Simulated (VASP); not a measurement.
Write the native input for VASP 6.6.1 that does the following.

```
Task                   : relaxation of cell and atoms
Functional             : PBE
Potentials or basis    : VASP PAW PBE potentials, release 64 (Mg, Sn_d, N)
Cutoff                 : 600 eV
k mesh                 : 4 × 4 × 3
Occupations            : gaussian, width 0.2 eV
Spin                   : no spin polarisation
Dipole correction      : no
Further INCAR settings : ALGO = Normal; EDIFF = 1e-07; IBRION = 2; EDIFFG = -0.08; NSW = 36; ISIF = 3
```

The structure of Mg3Sn2N2 lies in POSCAR:

```
Mg3Sn2N2
1.0
    2.8952283900     -3.6832619300      0.0000000000
    2.8952283900      3.6832619300      0.0000000000
    0.0000000000      0.0000000000      6.0744582500
Mg Sn N
3 2 2
Direct
    0.2136813700      0.2136813700      0.0000000000
    0.7863186300      0.7863186300      0.0000000000
    0.5000000000      0.5000000000      0.5000000000
    0.0000000000      0.0000000000      0.3042131600
    0.0000000000      0.0000000000      0.6957868400
    0.7100332000      0.2899668000      0.5000000000
    0.2899668000      0.7100332000      0.5000000000
```

The cell was built from a structure type or drawn by symmetry, and may not be a known phase.

The input as run:

INCAR

```
SYSTEM = Mg3Sn2N2
  ALGO = Normal
  EDIFF = 1E-7
  EDIFFG = -0.08
  ENCUT = 600
  GGA = PE
  IBRION = 2
  ISIF = 3
  ISMEAR = 0
  LASPH = .TRUE.
  LCHARG = .FALSE.
  LREAL = .FALSE.
  LWAVE = .FALSE.
  NELM = 100
  NSW = 36
  PREC = Accurate
  SIGMA = 0.2
```

KPOINTS

```
k-points
0
G
  4 4 3
  0 0 0
```

Potentials or basis: VASP PAW PBE potentials, release 64 (Mg, Sn_d, N).

Launch:

```sh
$ cat potpaw_PBE.64/Mg/POTCAR potpaw_PBE.64/Sn_d/POTCAR potpaw_PBE.64/N/POTCAR > POTCAR
$ mpirun -np 1 vasp_std > vasp.out
```

Results of the run:

```yaml
Relaxed_volume: 24.62 Å³/atom
Relaxed_cell: a = 4.789 Å, b = 4.789 Å, c = 7.519 Å, α = 90.00°, β = 90.00°, γ = 87.93°
Space_group_after_relaxing_to_0.1_Å: Cmmm (No. 65)
Energy_gained_by_relaxing: 2164.2 meV/atom
Ionic_steps: 19
Pressure_after_relaxing: 0.0 GPa
Largest_force_after_relaxing: 0.074 eV/Å
Band_gap_on_the_k_mesh: zero (bands 22 and 23 overlap by 1.29 eV)
```

Caveat: the volume moved by over 15 % at a fixed basis, so the end points are rough; spin-orbit coupling is left out, which moves the levels of the heavy elements; the relaxation stopped at a loose force limit of 0.08 eV/Å, so its end isn't a converged minimum.

It took 9.3 min on 1 thread of Intel(R) Xeon(R) 6975P-C (Granite Rapids), with other jobs on the host, peak memory 0.31 GiB.
